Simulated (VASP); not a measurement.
# Si16C (a cell with a defect) in VASP: further runs, part 2 of 2

VASP 6.6.1. Earlier steps stand in the parts before.

## Step 4: Single point, LDA, collinear spin, zero start

Input file INCAR:

```
  PREC = Accurate
  ENCUT = 520
  EDIFF = 1E-6
  ISMEAR = -1
  SIGMA = 0.002
  LREAL = Auto
  LASPH = T
  NELM = 150
  ALGO = Normal
  ISIF = 2
  LWAVE = F
  LCHARG = F
  ISPIN = 2
  MAGMOM = 0 0 0 0 0 0 0 0 0 0 0 0 0 0 0 0 0
  LORBIT = 11
  GGA = CA
  NBANDS = 52
```

Input file KPOINTS:

```
Automatic mesh
0
Gamma
  2 2 2
```

Input file POSCAR:

```
Si16C
1.0
    0.0000000000      5.4300000000      5.4300000000
    5.4300000000      0.0000000000      5.4300000000
    5.4300000000      5.4300000000      0.0000000000
Si C
16 1
Direct
   -0.0097329650     -0.0147053407      0.0373756906
    0.1659023941      0.0518692449      0.1604327808
   -0.0323941068      0.0002025783      0.5210681400
    0.1220626151      0.0959116022      0.6451749540
    0.0598987109      0.4454788214     -0.0121823204
    0.0736279926      0.6181215470      0.1427992634
   -0.0333149171      0.4779189687      0.5361694291
    0.0714825046      0.6278729282      0.6416850829
    0.5458839779      0.0276703499     -0.0460313076
    0.6276427256      0.1231675875      0.1356353591
    0.4855801105     -0.0416942910      0.5186003683
    0.5702670350      0.1436372007      0.6024033149
    0.4376243094      0.5186556169      0.0429834254
    0.7138674033      0.6705524862      0.0577900552
    0.4546408840      0.5128729282      0.4850460405
    0.5894935543      0.6100644567      0.6815930018
    0.5121546961      0.5474217311      0.2127071823
```

Potentials or basis: VASP PAW LDA potentials, release 64 (Si, C).

The run is started by

```console
$ cat potpaw_LDA.64/Si/POTCAR potpaw_LDA.64/C/POTCAR > POTCAR
$ mpirun -np 1 vasp_std > vasp.out
```

OUTCAR:

```text
PREC = Accurate
   ENCUT = 520
   EDIFF = 1E-6
   ISMEAR = -1
   LREAL = Auto
   LASPH = T
   NELM = 150
   ISIF = 2
   ISPIN = 2
   LORBIT = 11
   GGA = CA

 ion  position               nearest neighbor table
   1  0.990  0.985  0.037-  10 2.28   2 2.33   6 2.33   4 2.46
   2  0.166  0.052  0.160-   1 2.33   3 2.33   5 2.48   9 2.49
   3  0.968  0.000  0.521-   2 2.33   8 2.34   4 2.36  12 2.52
   4  0.122  0.096  0.645-  11 2.28   3 2.36   7 2.40   1 2.46
   5  0.060  0.445  0.988-   6 2.24   8 2.28  14 2.29   2 2.48
   6  0.074  0.618  0.143-   5 2.24  13 2.30   1 2.33   7 2.47  14 2.94
   7  0.967  0.478  0.536-   8 2.27  16 2.37   4 2.40   6 2.47
   8  0.071  0.628  0.642-   7 2.27   5 2.28   3 2.34  15 2.41  14 3.04
   9  0.546  0.028  0.954-  14 2.26  10 2.29  12 2.32   2 2.49
  10  0.628  0.123  0.136-   1 2.28   9 2.29  11 2.43  13 2.51
  11  0.486  0.958  0.519-  16 2.21  12 2.26   4 2.28  10 2.43
  12  0.570  0.144  0.602-  11 2.26  15 2.32   9 2.32   3 2.52
  13  0.438  0.519  0.043-  17 1.80  16 2.28   6 2.30  10 2.51  14 2.95
  14  0.714  0.671  0.058-  17 1.79   9 2.26   5 2.29  15 2.85   6 2.94  13 2.95   8 3.04
  15  0.455  0.513  0.485-  17 1.81  12 2.32   8 2.41  16 2.71  14 2.85
  16  0.589  0.610  0.682-  11 2.21  13 2.28   7 2.37  15 2.71
  17  0.512  0.547  0.213-  14 1.79  13 1.80  15 1.81

  LATTYP: Found a face centered cubic cell.
 ALAT       =    10.8600000000

  Lattice vectors:

 A1 = (   0.0000000000,   5.4300000000,   5.4300000000)
 A2 = (   5.4300000000,   0.0000000000,   5.4300000000)
 A3 = (   5.4300000000,   5.4300000000,   0.0000000000)

Analysis of symmetry for initial positions (statically):
=====================================================================
 Subroutine PRICEL returns:
 Original cell was already a primitive cell.

 Routine SETGRP: Setting up the symmetry group for a
 face centered cubic supercell.

 Subroutine GETGRP returns: Found  1 space group operations
 (whereof  1 operations were pure point group operations)
 out of a pool of 48 trial point group operations.

The static configuration has the point symmetry C_1 .

Analysis of symmetry for dynamics (positions and initial velocities):
=====================================================================
 Subroutine PRICEL returns:
 Original cell was already a primitive cell.

 Routine SETGRP: Setting up the symmetry group for a
 face centered cubic supercell.

 Subroutine GETGRP returns: Found  1 space group operations
 (whereof  1 operations were pure point group operations)
 out of a pool of 48 trial point group operations.

The dynamic configuration has the point symmetry C_1 .

Analysis of structural, dynamic, and magnetic symmetry:
=====================================================================
 Subroutine PRICEL returns:
 Original cell was already a primitive cell.

 Routine SETGRP: Setting up the symmetry group for a
 face centered cubic supercell.

 Subroutine GETGRP returns: Found  1 space group operations
 (whereof  1 operations were pure point group operations)
 out of a pool of 48 trial point group operations.

The overall configuration has the point symmetry C_1 .

 Subroutine INISYM returns: Found  1 space group operations
 (whereof  1 operations are pure point group operations),
 and found     1 'primitive' translations

----------------------------------------------------------------------------------------

                                     Primitive cell

  volume of cell :     320.2060
[... 118 lines left out ...]
   EFERMI_NEDOS =   21; number of points for ismear=-14 and -15
   IALGO  =     38    algorithm
   IMIX   =      4    mixing-type and parameters
     AMIX     =   0.40;   BMIX     =  1.00
     AMIX_MAG =   1.60;   BMIX_MAG =  1.00
  volume/ion in A,a.u.               =      18.84       127.11
  Fermi-wavevector in a.u.,A,eV,Ry     =   0.976715  1.845724 12.979587  0.953973
  Thomas-Fermi vector in A             =   2.107356
   LORBIT       =     11    0 simple, 1 ext, 2 COOP (PROOUT), +10 PAW based schemes
   GGA     = CA    functional components
   LHFCALC =     F    Hartree Fock is set to
   AEXX    =    0.0000 exact exchange contribution
   IVDW    =     0    specifies the selected vdW correction
   LEPSILON=     F    determine dielectric tensor
   LRPA    =     F    only Hartree local field effects (RPA)
 spin polarized calculation
  energy-cutoff  :      520.00
  volume of cell :      320.21
 maximum number of plane-waves:      8646
 NGX is ok and might be reduce to    60
   NGX = 29   NGY = 29   NGZ = 29

 number of electron      67.9999999 magnetization       0.0035619

 number of electron      67.9999999 magnetization      -0.0014266

 Free energy of the ion-electron system (eV)
  ---------------------------------------------------
  ext. energy  EPLUGINS =         0.00000000
  ---------------------------------------------------
  free energy    TOTEN  =       -99.29827616 eV

  energy without entropy =      -99.29785851  energy(sigma->0) =      -99.29806734

 E-fermi :   6.2687     XC(G=0):  -9.7691

 val. band max:        6.2652950677   @ k =   0.5000   0.5000   0.5000
 cond. band min:       6.2719506071   @ k =   0.0000   0.0000   0.0000
 fundamental gap:      0.0066555394
 Fermi energy:         6.2686521986

 spin component 1

 k-point     1 :       0.0000    0.0000    0.0000
  band No.  band energies     occupation
      1      -7.0210      1.00000
      2      -5.3499      1.00000
      3      -4.0906      1.00000
      4      -3.8540      1.00000
      5      -3.7477      1.00000
      6      -3.0580      1.00000
[... 381 lines left out ...]
     45       9.7533      0.00000
     46      10.0021      0.00000
 Fermi energy:         6.2686521986

 spin component 2

 k-point     1 :       0.0000    0.0000    0.0000
  band No.  band energies     occupation
      1      -7.0208      1.00000
      2      -5.3498      1.00000
      3      -4.0907      1.00000
      4      -3.8540      1.00000
      5      -3.7478      1.00000
      6      -3.0581      1.00000
[... 381 lines left out ...]
     45       9.7532      0.00000
     46      10.0020      0.00000
 [bands above 46 left out]

------------------------ aborting loop because EDIFF is reached ----------------------------------------

  FORCE on cell =-STRESS in cart. coord.  units (eV):
  Direction    XX          YY          ZZ          XY          YZ          ZX
  --------------------------------------------------------------------------------------
  -------------------------------------------------------------------------------------
  Total       -0.8028698     -1.2881949      3.7816232      0.9248620     -0.2285859      2.6251959
  in kB       -4.0172257     -6.4455901     18.9216651      4.6276237     -1.1437487     13.1353853
  external PRESSURE =       2.8196164 kB  Pullay stress =       0.0000000 kB

 VOLUME and BASIS-vectors are now :
 -----------------------------------------------------------------------------
  energy-cutoff  :      520.00
  volume of cell :      320.21
      direct lattice vectors                 reciprocal lattice vectors
     0.000000000  5.430000000  5.430000000    -0.092081031  0.092081031  0.092081031
     5.430000000  0.000000000  5.430000000     0.092081031 -0.092081031  0.092081031
     5.430000000  5.430000000  0.000000000     0.092081031  0.092081031 -0.092081031

 POSITION                                       TOTAL-FORCE (eV/Angst)
 -----------------------------------------------------------------------------------
      5.55310      5.58010     10.72730        -1.209881     -0.386209      0.753581
      1.15280      1.77200      1.18250         0.013498     -0.397860      1.029040
      2.83050      8.08350      5.25520         0.174872     -0.359962     -0.346257
      4.02410      4.16610      1.18360         1.304838     -0.344557     -0.801737
      7.78280      5.68910      2.74420        -0.670113      0.302731     -0.861059
      4.13180      1.17520      3.75620         1.290235      0.901358     -0.098272
[... 9 lines left out ...]
      7.01370      6.90200      6.51360        -2.122916     -0.205668     -0.487753
      4.12750      3.93600      5.75350         0.317610      0.061745      0.661415
 -----------------------------------------------------------------------------------
    total drift:                               -0.007466      0.001322      0.001107

  FREE ENERGIE OF THE ION-ELECTRON SYSTEM (eV)
  ---------------------------------------------------
  free  energy   TOTEN  =       -99.2982761636 eV

  energy  without entropy=      -99.2978585095  energy(sigma->0) =      -99.29806734

 total charge

# of ion       s       p       d       tot
------------------------------------------
    1        0.751   0.949   0.000   1.700
    2        0.765   0.892   0.000   1.657
    3        0.756   0.919   0.000   1.675
    4        0.748   0.942   0.000   1.689
    5        0.774   0.956   0.000   1.730
    6        0.756   0.958   0.000   1.715
[... 9 lines left out ...]
   16        0.768   0.938   0.000   1.706
   17        0.876   1.616   0.000   2.492
--------------------------------------------------
tot         13.089  16.610   0.000  29.700

 magnetization (x)

# of ion       s       p       d       tot
------------------------------------------
    1       -0.000  -0.000   0.000  -0.000
    2       -0.000  -0.000   0.000  -0.000
    3        0.000  -0.000   0.000  -0.000
    4       -0.000   0.000   0.000  -0.000
    5       -0.000   0.000   0.000   0.000
    6       -0.000  -0.000   0.000  -0.000
[... 9 lines left out ...]
   16       -0.000   0.000   0.000  -0.000
   17        0.000   0.000   0.000   0.000
--------------------------------------------------
tot         -0.000   0.000   0.000  -0.000
```

Wall time 7.5 min (1 thread of AMD EPYC 9R45 (Zen 5), shared host); peak memory 0.46 GiB.

What came out:

| Item | Value |
| --- | --- |
| Free energy | -99.2983 eV |
| Pressure | 0.3 GPa |
| Largest force | 2.188 eV/Å |
| Band gap on the k mesh | zero (filled and empty bands overlap) |
| Net moment | 0.00 μB per cell |
| Valence electrons inside the program's atomic spheres | Si 1.70, 1.66, 1.68, 1.69, 1.73, 1.72, 1.71, 1.75 (each value once); C 2.49 |

Forces in eV/Å, atoms in the order of the input:
```
Si  -1.210 -0.386  0.754
Si   0.013 -0.398  1.029
Si   0.175 -0.360 -0.346
Si   1.305 -0.345 -0.802
Si  -0.670  0.303 -0.861
Si   1.290  0.901 -0.098
Si  -0.899 -0.680 -0.238
Si  -0.150  0.591  1.085
Si   0.497 -0.634 -1.075
Si   1.311 -0.685 -0.217
Si  -0.068 -1.322  1.268
Si   0.255  1.498  1.387
Si  -0.237  1.468 -1.005
Si  -0.463  0.194 -0.554
Si   0.656 -0.001 -0.500
Si  -2.123 -0.206 -0.488
C    0.318  0.062  0.661
```

Stress tensor (GPa, compression positive):
```
-0.40  0.46  1.31
 0.46 -0.64 -0.11
 1.31 -0.11  1.89
```

Caveat: the k points lie up to 0.50 Å⁻¹ apart.

## Step 5: The runs side by side

| cell | gap on the mesh (eV) | pressure (GPa) | moment (μB) | largest force (eV/Å) |
| --- | --- | --- | --- | --- |
| as given, atomic positions A | none | -1.2 | 0.00 | 2.29 |
| as given, atomic positions B | none | -1.5 | 0.00 | 1.76 |
| as given, atomic positions C | none | 0.3 | 0.00 | 2.19 |

Alike in all rows: task single point; level LDA; potentials or basis VASP PAW LDA potentials, release 64 (Si, C); spin collinear, zero start; k mesh 2 × 2 × 2; cutoff (eV) 520; smearing fermi-dirac 0.002 eV.

Caveats: all runs use coarse meshes.

Absolute energies hang on the potentials; compare differences alone.
